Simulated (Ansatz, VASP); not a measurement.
One calculation of Si4Ru, two programs

```
Si Ru
1.0
     5.29397    0.00000    0.00000
     0.00000    5.29397    0.00000
     0.00000    0.00000    2.78755
Si Ru
4 1
Cartesian
  1.1965 4.0975 1.3938
  4.0975 4.0975 1.3938
  1.1965 1.1965 1.3938
  4.0975 1.1965 1.3938
  2.6470 2.6470 0.0000
```

Change from the starting cell: the structure that the rattled cell fell into.

Alike in both runs: functional PBE; k mesh 4 × 4 × 6; occupations gaussian, width 0.1 eV; no spin polarisation.

Ansatz relaxed the structure, and its values are those at the end. VASP's run is a single point on that final structure, the one shown.

|  | VASP | Ansatz |
| --- | --- | --- |
| version | VASP 6.6.1 | Ansatz 0.2.0 |
| potentials or method | VASP PAW PBE potentials, release 64 (Si, Ru_pv), cutoff 520 eV | scalar-relativistic, plane waves, PAW |
| valence electrons in the cell | 30 | 32 |

Ansatz gave:

- gap on the k mesh at the Fermi level (eV): none
- pressure (GPa): -0.2
- rms of the force components (eV/Å): 0.018

**Question.** What did VASP give for the same quantities?

**Answer.** gap on the k mesh at the Fermi level (eV): none; pressure (GPa): -0.2; rms of the force components (eV/Å): 0.015.

A gap of «none» marks a metal or a gap that the smearing closes. VASP's potentials hold 30 valence electrons a cell and Ansatz's 32, so a difference there can come from the potentials and not from the codes.

The k mesh is coarse, so the values compare programs but aren't converged.
